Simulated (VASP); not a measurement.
Write the native input for VASP 6.6.1 that does the following.

| Quantity | Value |
| --- | --- |
| Task | single point |
| Functional | PBEsol |
| Potentials or basis | VASP PAW PBE potentials, release 64 (Ti_sv, C) |
| Cutoff | 520 eV |
| k mesh | 11 × 11 × 11 |
| Occupations | methfessel-paxton, width 0.1 eV |
| Spin | no spin polarisation |
| Dipole correction | no |
| Further INCAR settings | ALGO = Normal; EDIFF = 1e-06; NBANDS = 15 |

The structure of TiC lies in POSCAR:

```
TiC
1.0
    0.0000000000      2.0847812282      2.0847812282
    2.0847812282      0.0000000000      2.0847812282
    2.0847812282      2.0847812282      0.0000000000
Ti C
1 1
Direct
    0.0000000000      0.0000000000      0.0000000000
    0.5000000000      0.5000000000      0.5000000000
```

One way to write it, as run:

INCAR

```
PREC = Accurate
ENCUT = 520
EDIFF = 1E-6
ISMEAR = 1
SIGMA = 0.1
LREAL = False
LASPH = True
NELM = 80
ALGO = Normal
ISIF = 2
LWAVE = False
LCHARG = False
GGA = PS
NBANDS = 15
```

KPOINTS

```
regular mesh
0
Gamma
  11 11 11
```

Potentials or basis: VASP PAW PBE potentials, release 64 (Ti_sv, C).

Command:

```console
$ cat potpaw_PBE.64/Ti_sv/POTCAR potpaw_PBE.64/C/POTCAR > POTCAR
$ mpirun -np 1 vasp_std > vasp.out
```

It gave:

```
Pressure               : 28.2 GPa
Band gap on the k mesh : zero (band 8 reaches 11.39 eV, above the bottom of band 9 at 10.28 eV)
```

Caveat: the PAW data sets were made with another functional, which shifts forces and pressure a little.

Wall time 14 s on 1 thread of Intel Xeon 8259CL, on a shared host, peak memory 0.15 GiB.
